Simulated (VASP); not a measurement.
# ScAl2 in VASP: notebook

Runs on ScAl2. Level: PBEsol. Tasks: single point.

Program: VASP 6.6.1. These are calculated values, not measurements. Logs are shortened: lines on timing, memory, paths and dates and some standing lists are left out, and cuts for length are marked.

### Step 1. The cell of the first run

It takes space group Fd-3m (No. 227, cubic). Conventional cell: a = 7.527 Å, b = 7.527 Å, c = 7.527 Å, α = 90.00°, β = 90.00°, γ = 90.00°. Within 4.1 Å of Sc (site symmetry -43m) lie 12 Al at 3.12 Å and 4 Sc at 3.26 Å. Within 3.5 Å of Al (site symmetry -3m) lie 6 Al at 2.66 Å and 6 Sc at 3.12 Å.

### Step 2. Single point, PBEsol

INCAR reads:

```
SYSTEM = ScAl2
  PREC = Accurate
  ENCUT = 520
  EDIFF = 1E-6
  ISMEAR = 0
  SIGMA = 0.1
  LREAL = .False.
  LASPH = .True.
  NELM = 100
  ALGO = Fast
  ISIF = 2
  LWAVE = .False.
  LCHARG = .False.
  GGA = PS
  NBANDS = 26
```

KPOINTS reads:

```
regular mesh
0
Gamma
  8 8 8
  0 0 0
```

POSCAR reads:

```
ScAl2
1.0
    0.0000000000      3.7634024213      3.7634024213
    3.7634024213      0.0000000000      3.7634024213
    3.7634024213      3.7634024213      0.0000000000
Sc Al
2 4
Direct
    0.5000000000      0.5000000000      0.5000000000
    0.7500000000      0.7500000000      0.7500000000
    0.1250000000      0.1250000000      0.1250000000
    0.6250000000      0.1250000000      0.1250000000
    0.1250000000      0.6250000000      0.1250000000
    0.1250000000      0.1250000000      0.6250000000
```

Potentials or basis: VASP PAW PBE potentials, release 64 (Sc_sv, Al).

Launch:

```
> cat potpaw_PBE.64/Sc_sv/POTCAR potpaw_PBE.64/Al/POTCAR > POTCAR
> mpirun -np 1 vasp_std > vasp.out
```

OUTCAR:

```text
SYSTEM = ScAl2
   PREC = Accurate
   ENCUT = 520
   EDIFF = 1E-6
   ISMEAR = 0
   LREAL = .False.
   LASPH = .True.
   NELM = 100
   ISIF = 2
   GGA = PS

 ion  position               nearest neighbor table
   1  0.500  0.500  0.500-   3 3.12   5 3.12   6 3.12   3 3.12   4 3.12   6 3.12   3 3.12   4 3.12
                             5 3.12   4 3.12   5 3.12   6 3.12   2 3.26   2 3.26   2 3.26   2 3.26
   2  0.750  0.750  0.750-   4 3.12   5 3.12   6 3.12   3 3.12   4 3.12   5 3.12   3 3.12   4 3.12
                             6 3.12   3 3.12   5 3.12   6 3.12   1 3.26   1 3.26   1 3.26   1 3.26
   3  0.125  0.125  0.125-   4 2.66   5 2.66   6 2.66   6 2.66   5 2.66   4 2.66   1 3.12   2 3.12
                             1 3.12   2 3.12   1 3.12   2 3.12
   4  0.625  0.125  0.125-   3 2.66   6 2.66   5 2.66   3 2.66   5 2.66   6 2.66   2 3.12   1 3.12
                             1 3.12   2 3.12   2 3.12   1 3.12
   5  0.125  0.625  0.125-   3 2.66   6 2.66   3 2.66   4 2.66   6 2.66   4 2.66   2 3.12   1 3.12
                             2 3.12   2 3.12   1 3.12   1 3.12
   6  0.125  0.125  0.625-   3 2.66   3 2.66   4 2.66   5 2.66   5 2.66   4 2.66   1 3.12   2 3.12
                             1 3.12   2 3.12   1 3.12   2 3.12

  LATTYP: Found a face centered cubic cell.
 ALAT       =     7.5268048426

  Lattice vectors:

 A1 = (   0.0000000000,   3.7634024213,   3.7634024213)
 A2 = (   3.7634024213,   0.0000000000,   3.7634024213)
 A3 = (   3.7634024213,   3.7634024213,   0.0000000000)

Analysis of symmetry for initial positions (statically):
=====================================================================
 Subroutine PRICEL returns:
 Original cell was already a primitive cell.

 Routine SETGRP: Setting up the symmetry group for a
 face centered cubic supercell.

 Subroutine GETGRP returns: Found 48 space group operations
 (whereof 24 operations were pure point group operations)
 out of a pool of 48 trial point group operations.

The static configuration has the point symmetry T_d .
 The point group associated with its full space group is O_h .

Analysis of symmetry for dynamics (positions and initial velocities):
=====================================================================
 Subroutine PRICEL returns:
 Original cell was already a primitive cell.

 Routine SETGRP: Setting up the symmetry group for a
 face centered cubic supercell.

 Subroutine GETGRP returns: Found 48 space group operations
 (whereof 24 operations were pure point group operations)
 out of a pool of 48 trial point group operations.

The dynamic configuration has the point symmetry T_d .
 The point group associated with its full space group is O_h .

 Subroutine INISYM returns: Found 48 space group operations
 (whereof 24 operations are pure point group operations),
 and found     1 'primitive' translations

----------------------------------------------------------------------------------------

                                     Primitive cell

  volume of cell :     106.6036

  direct lattice vectors                    reciprocal lattice vectors
     0.000000000  3.763402421  3.763402421    -0.132858500  0.132858500  0.132858500
     3.763402421  0.000000000  3.763402421     0.132858500 -0.132858500  0.132858500
     3.763402421  3.763402421  0.000000000     0.132858500  0.132858500 -0.132858500

  length of vectors
     5.322254745  5.322254745  5.322254745     0.230117672  0.230117672  0.230117672

  position of ions in fractional coordinates (direct lattice)
     0.500000000  0.500000000  0.500000000
     0.750000000  0.750000000  0.750000000
     0.125000000  0.125000000  0.125000000
     0.625000000  0.125000000  0.125000000
     0.125000000  0.625000000  0.125000000
     0.125000000  0.125000000  0.625000000

  ion indices of the primitive-cell ions
   primitive index   ion index
                 1           1
                 2           2
                 3           3
                 4           4
                 5           5
                 6           6

----------------------------------------------------------------------------------------

 KPOINTS: regular mesh

Automatic generation of k-mesh.
 Grid dimensions read from file:
 generate k-points for:    8    8    8

 Generating k-lattice:

  Cartesian coordinates                     Fractional coordinates (reciprocal lattice)
    -0.016607312  0.016607312  0.016607312     0.125000000  0.000000000  0.000000000
     0.016607312 -0.016607312  0.016607312     0.000000000  0.125000000  0.000000000
     0.016607312  0.016607312 -0.016607312     0.000000000  0.000000000  0.125000000

  Length of vectors
     0.028764709  0.028764709  0.028764709

  Shift w.r.t. Gamma in fractional coordinates (k-lattice)
     0.000000000  0.000000000  0.000000000

 Subroutine IBZKPT returns following result:
 ===========================================

 Found     29 irreducible k-points:

 Following reciprocal coordinates:
            Coordinates               Weight
  0.000000  0.000000  0.000000      1.000000
  0.125000  0.000000  0.000000      8.000000
  0.250000  0.000000  0.000000      8.000000
  0.375000  0.000000  0.000000      8.000000
  0.500000  0.000000  0.000000      4.000000
  0.125000  0.125000  0.000000      6.000000
[... 16 lines left out ...]
  0.500000  0.250000  0.125000     48.000000
 -0.375000  0.250000  0.125000     24.000000
 [... further k-points ...]
   k-points           NKPTS =     29   k-points in BZ     NKDIM =     29   number of bands    NBANDS=     26
   number of dos      NEDOS =    301   number of ions     NIONS =      6
   total plane-waves  NPLWV =  64000
   dimension x,y,z NGX =    40 NGY =   40 NGZ =   40
   dimension x,y,z NGXF=    80 NGYF=   80 NGZF=   80
   ions per type =               2   4
   NGX,Y,Z   is equivalent  to a cutoff of  12.49, 12.49, 12.49 a.u.
   NGXF,Y,Z  is equivalent  to a cutoff of  24.99, 24.99, 24.99 a.u.
 SYSTEM =  ScAl2
   PREC   = accura    normal or accurate (medium, high low for compatibility)
   ISTART =      0    job   : 0-new  1-cont  2-samecut
   ICHARG =      2    charge: 1-file 2-atom 10-const
   ISPIN  =      1    spin polarized calculation?
   LNONCOLLINEAR =      F non collinear calculations
   LSORBIT =      F    spin-orbit coupling
   LASPH  =      T    aspherical Exc in radial PAW
   ENCUT  =  520.0 eV  38.22 Ry    6.18 a.u.   9.90  9.90  9.90*2*pi/ulx,y,z
   NELM   =    100;   NELMIN=  2; NELMDL= -5     # of ELM steps
   EDIFF  = 0.1E-05   stopping-criterion for ELM
   LREAL  =      F    real-space projection
   EDIFFG = 0.1E-04   stopping-criterion for IOM
   NSW    =      0    number of steps for IOM
   IBRION =     -1    ionic relax: 0-MD 1-quasi-New 2-CG
   NFREE  =      0    steps in history (QN), initial steepest desc. (CG)
   ISIF   =      2    stress and relaxation
   ISYM   =      2    0-nonsym 1-usesym 2-fastsym
   POTIM  = 0.5000    time-step for ionic-motion
   TEBEG  =    0.0;   TEEND  =   0.0 temperature during run
   PSTRESS=    0.0 pullay stress
   NELECT =      34.0000    total number of electrons
   NUPDOWN=      -1.0000    fix difference up-down
   EMIN   =  10.00;   EMAX   =-10.00  energy-range for DOS
   EFERMI =   0.00;   METHOD = LEGACY
   ISMEAR =     0;   SIGMA  =   0.10  broadening in eV -4-tet -1-fermi 0-gaus
   EFERMI_NEDOS =   21; number of points for ismear=-14 and -15
   IALGO  =     68    algorithm
   IMIX   =      4    mixing-type and parameters
     AMIX     =   0.40;   BMIX     =  1.00
     AMIX_MAG =   1.60;   BMIX_MAG =  1.00
  volume/ion in A,a.u.               =      17.77       119.90
  Fermi-wavevector in a.u.,A,eV,Ry     =   1.118520  2.113697 17.022076  1.251087
  Thomas-Fermi vector in A             =   2.255152
   LORBIT       =      0    0 simple, 1 ext, 2 COOP (PROOUT), +10 PAW based schemes
   GGA     = PS    functional components
   LHFCALC =     F    Hartree Fock is set to
   AEXX    =    0.0000 exact exchange contribution
   IVDW    =     0    specifies the selected vdW correction
   LEPSILON=     F    determine dielectric tensor
   LRPA    =     F    only Hartree local field effects (RPA)
 non-spin polarized calculation
 RMM-DIIS sequential band-by-band and
 Gauss-broadening in eV      SIGMA  =   0.10
  energy-cutoff  :      520.00
  volume of cell :      106.60
 maximum number of plane-waves:      2884
   NGX = 19   NGY = 19   NGZ = 19

 number of electron      34.0000001 magnetization

 Free energy of the ion-electron system (eV)
  ---------------------------------------------------
  ext. energy  EPLUGINS =         0.00000000
  ---------------------------------------------------
  free energy    TOTEN  =       -32.51294696 eV

  energy without entropy =      -32.48780532  energy(sigma->0) =      -32.50037614

 E-fermi :   6.5271     XC(G=0): -10.4503

 val. band max:        6.4761929118   @ k =   0.5000   0.3750   0.1250
 cond. band min:       6.5423803624   @ k =   0.3750   0.1250   0.0000
 fundamental gap:      0.0661874505
 Fermi energy:         6.5271187624

 k-point     1 :       0.0000    0.0000    0.0000
  band No.  band energies     occupation
      1     -42.5439      2.00000
      2     -42.5016      2.00000
      3     -21.3241      2.00000
      4     -21.3241      2.00000
      5     -21.3241      2.00000
      6     -21.2106      2.00000
[... 18 lines left out ...]
     25       9.9960      0.00000
     26       9.9967      0.00000

 k-point     2 :       0.1250    0.0000    0.0000
  band No.  band energies     occupation
      1     -42.5427      2.00000
      2     -42.5028      2.00000
      3     -21.3263      2.00000
      4     -21.3263      2.00000
      5     -21.3241      2.00000
      6     -21.2113      2.00000
[... 18 lines left out ...]
     25       9.7713      0.00000
     26       9.7737      0.00000

 k-point     3 :       0.2500    0.0000    0.0000
  band No.  band energies     occupation
      1     -42.5395      2.00000
      2     -42.5060      2.00000
      3     -21.3312      2.00000
      4     -21.3312      2.00000
      5     -21.3244      2.00000
      6     -21.2126      2.00000
[... 18 lines left out ...]
     25       9.5943      0.00000
     26       9.6278      0.00000

 k-point     4 :       0.3750    0.0000    0.0000
  band No.  band energies     occupation
      1     -42.5354      2.00000
      2     -42.5100      2.00000
      3     -21.3357      2.00000
      4     -21.3357      2.00000
      5     -21.3249      2.00000
      6     -21.2136      2.00000
[... 18 lines left out ...]
     25       9.6011      0.00000
     26       9.6318      0.00000

 k-point     5 :       0.5000    0.0000    0.0000
  band No.  band energies     occupation
      1     -42.5333      2.00000
      2     -42.5122      2.00000
      3     -21.3376      2.00000
      4     -21.3376      2.00000
      5     -21.3252      2.00000
      6     -21.2140      2.00000
[... 18 lines left out ...]
     25       9.6928      0.00000
     26      10.8912      0.00000

 k-point     6 :       0.1250    0.1250    0.0000
  band No.  band energies     occupation
      1     -42.5423      2.00000
      2     -42.5032      2.00000
      3     -21.3288      2.00000
      4     -21.3288      2.00000
      5     -21.3200      2.00000
      6     -21.2154      2.00000
[... 427 lines left out ...]
 k-point    21 :       0.5000    0.5000    0.0000
  band No.  band energies     occupation
      1     -42.5227      2.00000
      2     -42.5227      2.00000
      3     -21.3514      2.00000
      4     -21.3514      2.00000
      5     -21.2696      2.00000
      6     -21.2696      2.00000
[... 18 lines left out ...]
     25      10.7882      0.00000
     26      12.0048      0.00000

 k-point    22 :       0.3750    0.2500    0.1250
  band No.  band energies     occupation
      1     -42.5366      2.00000
      2     -42.5089      2.00000
      3     -21.3424      2.00000
      4     -21.3370      2.00000
      5     -21.3102      2.00000
      6     -21.2267      2.00000
[... 18 lines left out ...]
     25       9.6596      0.00000
     26       9.8115      0.00000

 k-point    23 :       0.5000    0.2500    0.1250
  band No.  band energies     occupation
      1     -42.5325      2.00000
      2     -42.5130      2.00000
      3     -21.3486      2.00000
      4     -21.3410      2.00000
      5     -21.3039      2.00000
      6     -21.2335      2.00000
[... 18 lines left out ...]
     25       9.8493      0.00000
     26       9.9817      0.00000

 k-point    24 :      -0.3750    0.2500    0.1250
  band No.  band energies     occupation
      1     -42.5302      2.00000
      2     -42.5153      2.00000
      3     -21.3508      2.00000
      4     -21.3429      2.00000
      5     -21.3010      2.00000
      6     -21.2364      2.00000
[... 18 lines left out ...]
     25       9.7062      0.00000
     26      10.1795      0.00000

 [... further k-points ...]
[... 5 lines left out ...]
  --------------------------------------------------------------------------------------
  -------------------------------------------------------------------------------------
  Total       -0.0412720     -0.0412720     -0.0412720      0.0000000      0.0000000      0.0000000
  in kB       -0.6202891     -0.6202891     -0.6202891      0.0000000      0.0000000      0.0000000
  external PRESSURE =      -0.6202891 kB  Pullay stress =       0.0000000 kB

 VOLUME and BASIS-vectors are now :
 -----------------------------------------------------------------------------
  energy-cutoff  :      520.00
  volume of cell :      106.60
      direct lattice vectors                 reciprocal lattice vectors
     0.000000000  3.763402421  3.763402421    -0.132858500  0.132858500  0.132858500
     3.763402421  0.000000000  3.763402421     0.132858500 -0.132858500  0.132858500
     3.763402421  3.763402421  0.000000000     0.132858500  0.132858500 -0.132858500

 POSITION                                       TOTAL-FORCE (eV/Angst)
 -----------------------------------------------------------------------------------
      3.76340      3.76340      3.76340         0.000000      0.000000      0.000000
      5.64510      5.64510      5.64510        -0.000000     -0.000000     -0.000000
      0.94085      0.94085      0.94085         0.000000     -0.000000     -0.000000
      0.94085      2.82255      2.82255         0.000000     -0.000000     -0.000000
      2.82255      0.94085      2.82255         0.000000     -0.000000     -0.000000
      2.82255      2.82255      0.94085         0.000000     -0.000000     -0.000000
 -----------------------------------------------------------------------------------
    total drift:                               -0.000000      0.000000      0.000000

  FREE ENERGIE OF THE ION-ELECTRON SYSTEM (eV)
  ---------------------------------------------------
  free  energy   TOTEN  =       -32.5129469589 eV

  energy  without entropy=      -32.4878053177  energy(sigma->0) =      -32.50037614
```

Run time: 66 s. Hardware: 1 thread of Intel Xeon 6975P-C (Granite Rapids), shared host; peak memory 0.27 GiB.

What came out:

```yaml
Free_energy: -32.5129 eV
Pressure: -0.1 GPa
Band_gap_on_the_k_mesh: zero (band 17 reaches 7.21 eV, above the bottom of band 18 at 4.82 eV)
```

Levels at points of the mesh, in eV from the Fermi level:
```tsv
k point	band 13	band 14	band 15	band 16	band 17	band 18	band 19	band 20	band 21	band 22
(0.00, 0.00, 0.00)	-2.52	-2.41	-2.41	-2.41	-1.71	-1.71	0.36	2.16	2.16	2.16
(0.50, 0.00, 0.00)	-3.63	-1.86	-1.86	-0.35	-0.13	-0.13	1.69	1.69	1.96	2.64
(0.50, 0.50, 0.00)	-3.56	-3.56	0.27	0.27	0.68	0.68	0.83	0.83	1.06	1.06
```

Caveat: the PAW data sets were made with another functional, which shifts forces and pressure a little.

### Step 3. Single point, PBEsol (volume scaled by 1.03)

INCAR reads:

```
PREC     = Accurate       # precision mode
ENCUT    = 520            # plane-wave cutoff, eV
EDIFF    = 1E-6           # SCF threshold, eV
ISMEAR   = 0              # smearing method
SIGMA    = 0.1            # smearing width, eV
LREAL    = F              # projectors in reciprocal space
LASPH    = T              # aspherical terms in the spheres
NELM     = 60             # most SCF steps
ALGO     = Normal         # electronic algorithm
ISIF     = 2              # what is computed and relaxed
LWAVE    = F              # write WAVECAR
LCHARG   = T              # write CHGCAR
GGA      = PS             # functional
LELF     = T              # ELF
LVHAR    = T            
NBANDS   = 26             # bands
```

KPOINTS reads:

```
Automatic mesh
0
Gamma
  8 8 8
```

Changes to POSCAR since step 2:

```diff
@@ -2,5 +2,5 @@
 1.0
-    0.0000000000      3.7634024213      3.7634024213
-    3.7634024213      0.0000000000      3.7634024213
-    3.7634024213      3.7634024213      0.0000000000
+    0.0000000000      3.8006662549      3.8006662549
+    3.8006662549      0.0000000000      3.8006662549
+    3.8006662549      3.8006662549      0.0000000000
 Sc Al
```

Potentials or basis: VASP PAW PBE potentials, release 64 (Sc_sv, Al).

Launch:

```
> cat potpaw_PBE.64/Sc_sv/POTCAR potpaw_PBE.64/Al/POTCAR > POTCAR
> mpirun -np 1 vasp_std > vasp.out
```

Run time: 46 s. Hardware: 1 thread of Intel Xeon 6975P-C (Granite Rapids), shared host; peak memory 0.26 GiB.

Results (log left out):

```
Free energy            : -32.4896 eV
Pressure               : -2.5 GPa
Band gap on the k mesh : zero (band 17 reaches 6.95 eV, above the bottom of band 18 at 4.63 eV)
```

Levels at points of the mesh, in eV from the Fermi level:
```csv
k point,band 14,band 15,band 16,band 17,band 18,band 19,band 20,band 21
"(0.00, 0.00, 0.00)",-2.41,-2.41,-2.41,-1.66,-1.66,0.32,2.07,2.07
"(0.50, 0.00, 0.00)",-1.84,-1.84,-0.35,-0.13,-0.13,1.65,1.65,1.93
"(0.50, 0.50, 0.00)",-3.50,0.27,0.27,0.66,0.66,0.82,0.82,1.05
```

Caveat: the PAW data sets were made with another functional, which shifts forces and pressure a little.

(Continued in part 2 of 3.)
